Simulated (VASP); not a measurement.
A run of VASP 6.6.1 is set up as follows.

The input INCAR:

```
SYSTEM = GaP
PREC = Accurate
ENCUT = 520
EDIFF = 1E-6
ISMEAR = 0
SIGMA = 0.05
LREAL = .FALSE.
LASPH = .TRUE.
NELM = 60
ALGO = Normal
ISIF = 2
LWAVE = .FALSE.
LCHARG = .FALSE.
GGA = PS
NBANDS = 16
```

File KPOINTS:

```
regular mesh
0
G
  10 10 10
  0 0 0
```

Contents of POSCAR:

```
GaP
1.0
    0.0000000000      2.7670833396      2.6230764429
    2.6230764429      0.0000000000      2.6230764429
    2.6230764429      2.7670833396      0.0000000000
Ga P
1 1
Direct
    0.0000000000      0.0000000000      0.0000000000
    0.7500000000      0.7500000000      0.7500000000
```

Potentials or basis: VASP PAW PBE potentials, release 64 (Ga_d, P).

Launch:

```bash
$ cat potpaw_PBE.64/Ga_d/POTCAR potpaw_PBE.64/P/POTCAR > POTCAR
$ mpirun -np 1 vasp_std > vasp.out
```

(1) Predict the band gap on the k mesh.

(2) What does it give for the pressure?

Answers

(1) 1.10 eV, indirect (least direct gap 2.12 eV).

(2) 5.0 GPa.

Caveat: the PAW data sets were made with another functional, which shifts forces and pressure a little.
